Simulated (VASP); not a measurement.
# Pt (Fm-3m) in VASP: further runs

The runs below take Pt through single point, with PBE.

Program: VASP 6.6.1. These are calculated values, not measurements. Logs are shortened: lines on timing, memory, paths and dates and some standing lists are left out, and cuts for length are marked.

**1. The cell of the first run**

The structure is cubic, space group Fm-3m (No. 225). The conventional cell has a = 4.009 Å, b = 4.009 Å, c = 4.009 Å, α = 90.00°, β = 90.00°, γ = 90.00°. Within 3.7 Å of Pt (site symmetry m-3m) lie 12 Pt at 2.83 Å.

**2. Single point, PBE**

File INCAR:

```
SYSTEM = Pt
ALGO = Normal
EDIFF = 1E-6
ENCUT = 520
GGA = PE
ISIF = 2
ISMEAR = 0
LASPH = .TRUE.
LCHARG = .FALSE.
LREAL = .FALSE.
LWAVE = .FALSE.
NBANDS = 11
NELM = 80
PREC = Accurate
SIGMA = 0.05
```

File KPOINTS:

```
k-points
0
G
  18 18 18
  0 0 0
```

File POSCAR:

```
Pt
1.0
    0.0000000000      2.0043338702      2.0043338702
    2.0043338702      0.0000000000      2.0043338702
    2.0043338702      2.0043338702      0.0000000000
Pt
1
Direct
    0.0000000000      0.0000000000      0.0000000000
```

Potentials or basis: VASP PAW PBE potentials, release 64 (Pt).

The run is started by

```console
> cat potpaw_PBE.64/Pt/POTCAR > POTCAR
> mpirun -np 1 vasp_std > vasp.out
```

OUTCAR:

```text
SYSTEM = Pt
   EDIFF = 1E-6
   ENCUT = 520
   GGA = PE
   ISIF = 2
   ISMEAR = 0
   LASPH = .TRUE.
   LREAL = .FALSE.
   NELM = 80
   PREC = Accurate

 ion  position               nearest neighbor table
   1  0.000  0.000  0.000-

  LATTYP: Found a face centered cubic cell.
 ALAT       =     4.0086677404

  Lattice vectors:

 A1 = (   0.0000000000,   2.0043338702,   2.0043338702)
 A2 = (   2.0043338702,   0.0000000000,   2.0043338702)
 A3 = (   2.0043338702,   2.0043338702,   0.0000000000)

Analysis of symmetry for initial positions (statically):
=====================================================================
 Subroutine PRICEL returns:
 Original cell was already a primitive cell.

 Routine SETGRP: Setting up the symmetry group for a
 face centered cubic supercell.

 Subroutine GETGRP returns: Found 48 space group operations
 (whereof 48 operations were pure point group operations)
 out of a pool of 48 trial point group operations.

The static configuration has the point symmetry O_h .

Analysis of symmetry for dynamics (positions and initial velocities):
=====================================================================
 Subroutine PRICEL returns:
 Original cell was already a primitive cell.

 Routine SETGRP: Setting up the symmetry group for a
 face centered cubic supercell.

 Subroutine GETGRP returns: Found 48 space group operations
 (whereof 48 operations were pure point group operations)
 out of a pool of 48 trial point group operations.

The dynamic configuration has the point symmetry O_h .

 Subroutine INISYM returns: Found 48 space group operations
 (whereof 48 operations are pure point group operations),
 and found     1 'primitive' translations

----------------------------------------------------------------------------------------

                                     Primitive cell

  volume of cell :      16.1042

  direct lattice vectors                    reciprocal lattice vectors
     0.000000000  2.004333870  2.004333870    -0.249459438  0.249459438  0.249459438
     2.004333870  0.000000000  2.004333870     0.249459438 -0.249459438  0.249459438
     2.004333870  2.004333870  0.000000000     0.249459438  0.249459438 -0.249459438

  length of vectors
     2.834556143  2.834556143  2.834556143     0.432076420  0.432076420  0.432076420

  position of ions in fractional coordinates (direct lattice)
     0.000000000  0.000000000  0.000000000

  ion indices of the primitive-cell ions
   primitive index   ion index
                 1           1

----------------------------------------------------------------------------------------

 KPOINTS: k-points

Automatic generation of k-mesh.
 Grid dimensions read from file:
 generate k-points for:   18   18   18

 Generating k-lattice:

  Cartesian coordinates                     Fractional coordinates (reciprocal lattice)
    -0.013858858  0.013858858  0.013858858     0.055555556  0.000000000  0.000000000
     0.013858858 -0.013858858  0.013858858     0.000000000  0.055555556  0.000000000
     0.013858858  0.013858858 -0.013858858     0.000000000  0.000000000  0.055555556

  Length of vectors
     0.024004246  0.024004246  0.024004246

  Shift w.r.t. Gamma in fractional coordinates (k-lattice)
     0.000000000  0.000000000  0.000000000

 Subroutine IBZKPT returns following result:
 ===========================================

 Found    195 irreducible k-points:

 Following reciprocal coordinates:
            Coordinates               Weight
  0.000000  0.000000  0.000000      1.000000
  0.055556  0.000000  0.000000      8.000000
  0.111111  0.000000  0.000000      8.000000
  0.166667  0.000000  0.000000      8.000000
  0.222222  0.000000  0.000000      8.000000
  0.277778  0.000000  0.000000      8.000000
[... 16 lines left out ...]
 -0.277778  0.055556  0.000000     24.000000
 -0.222222  0.055556  0.000000     24.000000
 [... further k-points ...]
   k-points           NKPTS =    195   k-points in BZ     NKDIM =    195   number of bands    NBANDS=     11
   number of dos      NEDOS =    301   number of ions     NIONS =      1
   total plane-waves  NPLWV =  13824
   dimension x,y,z NGX =    24 NGY =   24 NGZ =   24
   dimension x,y,z NGXF=    48 NGYF=   48 NGZF=   48
   ions per type =               1
   NGX,Y,Z   is equivalent  to a cutoff of  14.08, 14.08, 14.08 a.u.
   NGXF,Y,Z  is equivalent  to a cutoff of  28.15, 28.15, 28.15 a.u.
 SYSTEM =  Pt
   PREC   = accura    normal or accurate (medium, high low for compatibility)
   ISTART =      0    job   : 0-new  1-cont  2-samecut
   ICHARG =      2    charge: 1-file 2-atom 10-const
   ISPIN  =      1    spin polarized calculation?
   LNONCOLLINEAR =      F non collinear calculations
   LSORBIT =      F    spin-orbit coupling
   LASPH  =      T    aspherical Exc in radial PAW
   ENCUT  =  520.0 eV  38.22 Ry    6.18 a.u.   5.27  5.27  5.27*2*pi/ulx,y,z
   NELM   =     80;   NELMIN=  2; NELMDL= -5     # of ELM steps
   EDIFF  = 0.1E-05   stopping-criterion for ELM
   LREAL  =      F    real-space projection
   EDIFFG = 0.1E-04   stopping-criterion for IOM
   NSW    =      0    number of steps for IOM
   IBRION =     -1    ionic relax: 0-MD 1-quasi-New 2-CG
   NFREE  =      0    steps in history (QN), initial steepest desc. (CG)
   ISIF   =      2    stress and relaxation
   ISYM   =      2    0-nonsym 1-usesym 2-fastsym
   POTIM  = 0.5000    time-step for ionic-motion
   TEBEG  =    0.0;   TEEND  =   0.0 temperature during run
   PSTRESS=    0.0 pullay stress
   NELECT =      10.0000    total number of electrons
   NUPDOWN=      -1.0000    fix difference up-down
   EMIN   =  10.00;   EMAX   =-10.00  energy-range for DOS
   EFERMI =   0.00;   METHOD = LEGACY
   ISMEAR =     0;   SIGMA  =   0.05  broadening in eV -4-tet -1-fermi 0-gaus
   EFERMI_NEDOS =   21; number of points for ismear=-14 and -15
   IALGO  =     38    algorithm
   IMIX   =      4    mixing-type and parameters
     AMIX     =   0.40;   BMIX     =  1.00
     AMIX_MAG =   1.60;   BMIX_MAG =  1.00
  volume/ion in A,a.u.               =      16.10       108.68
  Fermi-wavevector in a.u.,A,eV,Ry     =   1.396673  2.639329 26.540827  1.950696
  Thomas-Fermi vector in A             =   2.520004
   LORBIT       =      0    0 simple, 1 ext, 2 COOP (PROOUT), +10 PAW based schemes
   GGA     = PE    functional components
   LHFCALC =     F    Hartree Fock is set to
   AEXX    =    0.0000 exact exchange contribution
   IVDW    =     0    specifies the selected vdW correction
   LEPSILON=     F    determine dielectric tensor
   LRPA    =     F    only Hartree local field effects (RPA)
 non-spin polarized calculation
 Gauss-broadening in eV      SIGMA  =   0.05
  energy-cutoff  :      520.00
  volume of cell :       16.10
 maximum number of plane-waves:       448
 NGX is ok and might be reduce to    24
   NGX = 11   NGY = 11   NGZ = 11

 number of electron      10.0000000 magnetization

 Free energy of the ion-electron system (eV)
  ---------------------------------------------------
  ext. energy  EPLUGINS =         0.00000000
  ---------------------------------------------------
  free energy    TOTEN  =        -6.08470052 eV

  energy without entropy =       -6.08159982  energy(sigma->0) =       -6.08315017

 E-fermi :  10.0466     XC(G=0): -13.0989

 val. band max:       10.0431587802   @ k =   0.3889   0.3333   0.0556
 cond. band min:      10.0516335366   @ k =   0.4444   0.1111   0.0000
 fundamental gap:      0.0084747564
 Fermi energy:        10.0466437010

 k-point     1 :       0.0000    0.0000    0.0000
  band No.  band energies     occupation
      1       0.5485      2.00000
      2       6.6415      2.00000
      3       6.6415      2.00000
      4       6.6415      2.00000
      5       8.5740      2.00000
      6       8.5740      2.00000
      7      24.8455      0.00000
      8      29.4430      0.00000
      9      29.4430      0.00000
     10      29.4430      0.00000
     11      34.5530      0.00000

 k-point     2 :       0.0556    0.0000    0.0000
  band No.  band energies     occupation
      1       0.6652      2.00000
      2       6.5921      2.00000
      3       6.6867      2.00000
      4       6.6867      2.00000
      5       8.5497      2.00000
      6       8.5497      2.00000
      7      25.0183      0.00000
      8      28.7780      0.00000
      9      29.6135      0.00000
     10      29.6135      0.00000
     11      35.2466      0.00000

 k-point     3 :       0.1111    0.0000    0.0000
  band No.  band energies     occupation
      1       1.0058      2.00000
      2       6.4648      2.00000
      3       6.8051      2.00000
      4       6.8051      2.00000
      5       8.4981      2.00000
      6       8.4981      2.00000
      7      25.4809      0.00000
      8      27.3776      0.00000
      9      30.1068      0.00000
     10      30.1068      0.00000
     11      35.7163      0.00000

 k-point     4 :       0.1667    0.0000    0.0000
  band No.  band energies     occupation
      1       1.5355      2.00000
      2       6.3221      2.00000
      3       6.9385      2.00000
      4       6.9385      2.00000
      5       8.4868      2.00000
      6       8.4868      2.00000
      7      25.6435      0.00000
      8      26.1549      0.00000
      9      30.8607      0.00000
     10      30.8607      0.00000
     11      34.1354      0.00000
[... 239 lines left out ...]
 k-point    22 :      -0.3333    0.0556    0.0000
  band No.  band energies     occupation
      1       3.3525      2.00000
      2       6.7356      2.00000
      3       6.8376      2.00000
      4       7.2406      2.00000
      5       9.2025      2.00000
      6       9.8706      2.00000
      7      19.2375      0.00000
      8      25.3672      0.00000
      9      29.0382      0.00000
     10      30.9648      0.00000
     11      34.2529      0.00000

 k-point    23 :      -0.2778    0.0556    0.0000
  band No.  band energies     occupation
      1       3.0433      2.00000
      2       6.4971      2.00000
      3       6.9036      2.00000
      4       6.9680      2.00000
      5       8.7619      2.00000
      6       9.4148      2.00000
      7      21.3311      0.00000
      8      25.9890      0.00000
      9      29.8631      0.00000
     10      32.6155      0.00000
     11      32.7812      0.00000

 k-point    24 :      -0.2222    0.0556    0.0000
  band No.  band energies     occupation
      1       2.4902      2.00000
      2       6.2045      2.00000
      3       6.9997      2.00000
      4       7.0599      2.00000
      5       8.4122      2.00000
      6       9.0185      2.00000
      7      23.3438      0.00000
      8      26.4526      0.00000
      9      30.4155      0.00000
     10      32.0232      0.00000
     11      33.1729      0.00000

 [... further k-points ...]

------------------------ aborting loop because EDIFF is reached ----------------------------------------

  FORCE on cell =-STRESS in cart. coord.  units (eV):
  Direction    XX          YY          ZZ          XY          YZ          ZX
  --------------------------------------------------------------------------------------
  -------------------------------------------------------------------------------------
  Total       -0.7181862     -0.7181862     -0.7181862      0.0000000      0.0000000      0.0000000
  in kB      -71.4508599    -71.4508599    -71.4508599      0.0000000      0.0000000      0.0000000
  external PRESSURE =     -71.4508599 kB  Pullay stress =       0.0000000 kB

 VOLUME and BASIS-vectors are now :
 -----------------------------------------------------------------------------
  energy-cutoff  :      520.00
  volume of cell :       16.10
      direct lattice vectors                 reciprocal lattice vectors
     0.000000000  2.004333870  2.004333870    -0.249459438  0.249459438  0.249459438
     2.004333870  0.000000000  2.004333870     0.249459438 -0.249459438  0.249459438
     2.004333870  2.004333870  0.000000000     0.249459438  0.249459438 -0.249459438

 POSITION                                       TOTAL-FORCE (eV/Angst)
 -----------------------------------------------------------------------------------
      0.00000      0.00000      0.00000         0.000000     -0.000000     -0.000000
 -----------------------------------------------------------------------------------
    total drift:                               -0.000000      0.000000     -0.000000

  FREE ENERGIE OF THE ION-ELECTRON SYSTEM (eV)
  ---------------------------------------------------
  free  energy   TOTEN  =        -6.0847005232 eV

  energy  without entropy=       -6.0815998184  energy(sigma->0) =       -6.08315017
```

Run time: 72 s. Hardware: 1 thread of AMD EPYC 7R13, shared host; peak memory 0.14 GiB.

Results:

```yaml
Free_energy: -6.0847 eV
Pressure: -7.1 GPa
Band_gap_on_the_k_mesh: zero (band 5 reaches 10.47 eV, above the bottom of band 6 at 8.49 eV)
```

Levels at points of the mesh, in eV from the Fermi level:
| k point | band 3 | band 4 | band 5 | band 6 | band 7 | band 8 |
| --- | --- | --- | --- | --- | --- | --- |
| (0.00, 0.00, 0.00) | -3.41 | -3.41 | -1.47 | -1.47 | 14.80 | 19.40 |
| (0.50, 0.00, 0.00) | -3.46 | -0.21 | 0.02 | 0.02 | 5.35 | 14.35 |
| (0.50, 0.50, 0.00) | -0.01 | 0.42 | 0.42 | 1.91 | 8.19 | 11.18 |

Caveat: spin-orbit coupling is left out, which moves the levels of the heavy elements.

**3. Single point, PBE**

This run uses another cell than the first one, of 15.65 Å³/atom, 0.972 times its volume.

File INCAR:

```
ALGO = Fast
EDIFF = 1E-7
ENCUT = 520
GGA = PE
ISIF = 2
ISMEAR = 0
LASPH = T
LCHARG = F
LREAL = F
LWAVE = F
NBANDS = 11
NELM = 80
PREC = Accurate
SIGMA = 0.05
```

File KPOINTS:

```
k-points
0
Gamma
  18 18 18
```

File POSCAR:

```
Pt
1.0
    0.0000000000      1.9852144732      1.9852144732
    1.9852144732      0.0000000000      1.9852144732
    1.9852144732      1.9852144732      0.0000000000
Pt
1
Direct
    0.0000000000      0.0000000000      0.0000000000
```

Potentials or basis: VASP PAW PBE potentials, release 64 (Pt).

The run is started by

```console
> cat potpaw_PBE.64/Pt/POTCAR > POTCAR
> mpirun -np 1 vasp_std > vasp.out
```

It took 25 s on 1 thread of Intel Xeon 6975P-C, shared host; peak memory 0.17 GiB.

It converged, with:

| Item | Value |
| --- | --- |
| Free energy | -6.0957 eV |
| Pressure | -0.6 GPa |
| Band gap on the k mesh | zero (band 5 reaches 11.03 eV, above the bottom of band 6 at 8.93 eV) |

Levels at points of the mesh, in eV from the Fermi level:
```csv
k point,band 1,band 2,band 3,band 4,band 5,band 6,band 7,band 8,band 9,band 10
"(0.00, 0.00, 0.00)",-9.81,-3.57,-3.57,-3.57,-1.54,-1.54,14.73,19.49,19.49,19.49
"(0.50, 0.00, 0.00)",-6.95,-3.63,-3.63,-0.32,0.03,0.03,5.56,14.29,18.72,18.72
"(0.50, 0.50, 0.00)",-6.68,-6.24,-0.01,0.45,0.45,1.85,8.48,11.28,11.28,19.70
```

Caveat: spin-orbit coupling is left out, which moves the levels of the heavy elements.
